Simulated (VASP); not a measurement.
Sn, 2 atoms in the cell. Symmetry: I4_1/amd, No. 141, tetragonal system. Conventional cell: a = 4.986 Å, b = 4.986 Å, c = 5.500 Å, α = 90.00°, β = 90.00°, γ = 90.00°. Within 3.8 Å of Sn (site symmetry -4m2) lie 4 Sn at 2.85 Å.  This cell differs from its parent crystal: ratio of the length along z to the lengths across it x 0.78, volume and fractional coordinates fixed.

```yaml
Program: VASP 6.6.1
Task: single point
Functional: PBE
Potentials_or_basis: VASP PAW PBE potentials, release 64 (Sn_d)
Cutoff: 520 eV
k_mesh: 14 × 14 × 14
Occupations: gaussian, width 0.15 eV
Spin: no spin polarisation
Dipole_correction: no
Further_INCAR_settings: ALGO = Fast; EDIFF = 1e-06; NBANDS = 21
```

Potentials or basis: VASP PAW PBE potentials, release 64 (Sn_d).

The run is started by

```console
$ cat potpaw_PBE.64/Sn_d/POTCAR > POTCAR
$ mpirun -np 1 vasp_std > vasp.out
```

Hardware: 1 thread of Intel Xeon 6975P-C (shared host).

Estimate the wall time of this run.

It took 6.1 min on 1 thread of Intel Xeon 6975P-C, with other jobs on the host, peak memory 0.42 GiB. Counts: scf iterations 13, k points 244.
